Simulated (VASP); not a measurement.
Wanted: the native input for a VASP 6.6.1 run.

```yaml
Task: single point
Functional: PBE
Dispersion: D3(BJ)
Potentials_or_basis: VASP PAW PBE potentials, release 64 (Al)
Cutoff: 520 eV
k_mesh: 18 × 18 × 6
Occupations: gaussian, width 0.15 eV
Spin: no spin polarisation
Dipole_correction: no
Further_INCAR_settings: ALGO = Normal; EDIFF = 1e-07; NBANDS = 14
```

The structure of Al lies in POSCAR:

```
Al
1.0
    2.9189329117      0.0000000000      0.0000000000
   -1.4594664558      2.5278700535      0.0000000000
    0.0000000000      0.0000000000      9.2813309793
Al
4
Direct
    0.0000000000      0.0000000000      0.0000000000
    0.3333333333      0.6666666667      0.2500000000
    0.0000000000      0.0000000000      0.5000000000
    0.6666666667      0.3333333333      0.7500000000
```

This isn't the form of Al at room conditions, which is fcc.

One way to write it, as run:

INCAR

```
SYSTEM = Al
PREC = Accurate
ENCUT = 520
EDIFF = 1E-7
ISMEAR = 0
SIGMA = 0.15
LREAL = .False.
LASPH = .True.
NELM = 60
ALGO = Normal
ISIF = 2
LWAVE = .False.
LCHARG = .False.
GGA = PE
IVDW = 12
NBANDS = 14
```

KPOINTS

```
Automatic mesh
0
Gamma
  18 18 6
  0 0 0
```

Potentials or basis: VASP PAW PBE potentials, release 64 (Al).

Run with:

```sh
$ cat potpaw_PBE.64/Al/POTCAR > POTCAR
$ mpirun -np 1 vasp_std > vasp.out
```

It gave:

```yaml
Pressure: -5.5 GPa
Band_gap_on_the_k_mesh: zero (bands 6 and 7 overlap by 5.75 eV)
Dispersion_energy_per_atom: -0.324 eV
```

Caveat: the cell stands under tension.

Wall time 3 min on 1 thread of Intel Xeon 8259CL, on a shared host, peak memory 0.26 GiB.
